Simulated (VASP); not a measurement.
A run of VASP 6.6.1:

INCAR

```
SYSTEM = AgI
PREC = Accurate
ENCUT = 500
EDIFF = 1E-7
ISMEAR = 0
SIGMA = 0.02
LREAL = .False.
LASPH = .True.
NELM = 120
ALGO = Normal
ISIF = 3
LWAVE = .False.
LCHARG = .False.
GGA = PS
IBRION = 2
NSW = 100
EDIFFG = -0.005
GGA_COMPAT = .False.
NELMIN = 4
```

File KPOINTS:

```
Automatic mesh
0
Gamma
  8 8 8
  0 0 0
```

Contents of POSCAR:

```
AgI
1.0
   -2.2793145823      2.2793145823      3.2275571712
    2.2793145823     -2.2793145823      3.2275571712
    2.2793145823      2.2793145823     -3.2275571712
Ag I
1 1
Direct
    0.2500000000      0.7500000000      0.5000000000
    0.0000000000      0.0000000000      0.0000000000
```

Potentials or basis: VASP PAW PBE potentials, release 64 (Ag, I).

The run is started by

```console
$ cat potpaw_PBE.64/Ag/POTCAR potpaw_PBE.64/I/POTCAR > POTCAR
$ mpirun -np 1 vasp_std > vasp.out
```

Hardware: 1 thread of Intel(R) Xeon(R) 6975P-C (Granite Rapids), on a shared host.

Q: How long does it take, and how much memory?

A: It took 35 s on 1 thread of Intel(R) Xeon(R) 6975P-C (Granite Rapids), on a shared host, peak memory 0.24 GiB. Counts: scf iterations 17, k points 59, ion steps 2.
